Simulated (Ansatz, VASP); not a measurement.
**One calculation of TePb, two programs**

```
CELL_PARAMETERS angstrom
0.00000 3.22194 3.22194
3.22194 0.00000 3.22194
3.22194 3.22194 0.00000
ATOMIC_POSITIONS crystal
Pb 0.00000 0.00000 0.00000
Te 0.50000 0.50000 0.50000
```

Alike in both runs: task single point; functional PBEsol; k mesh 6 × 6 × 6; no spin polarisation.

```csv
,VASP,Ansatz
version,VASP 6.6.1,Ansatz 0.2.0
potentials or method,"VASP PAW PBE potentials, release 64 (Pb_d, Te), cutoff 500 eV","scalar-relativistic, plane waves, PAW"
occupations,"gaussian, width 0.01 eV",fixed
valence electrons in the cell,20,30
```

|  | VASP | Ansatz | Ansatz less VASP |
| --- | --- | --- | --- |
| gap on the k mesh at the Fermi level (eV) | 0.65 | 0.65 | +0.002 |
| least direct gap on the mesh (eV) | 0.65 | 0.65 | +0.002 |
| pressure (GPa) | 0.0 | 0.0 | +0.04 |

VASP's potentials were made for PBE, not for PBEsol, and Ansatz warns of the same on its side. VASP's potentials hold 20 valence electrons a cell and Ansatz's 30, so a difference there can come from the potentials and not from the codes.

Spin-orbit coupling is off throughout.
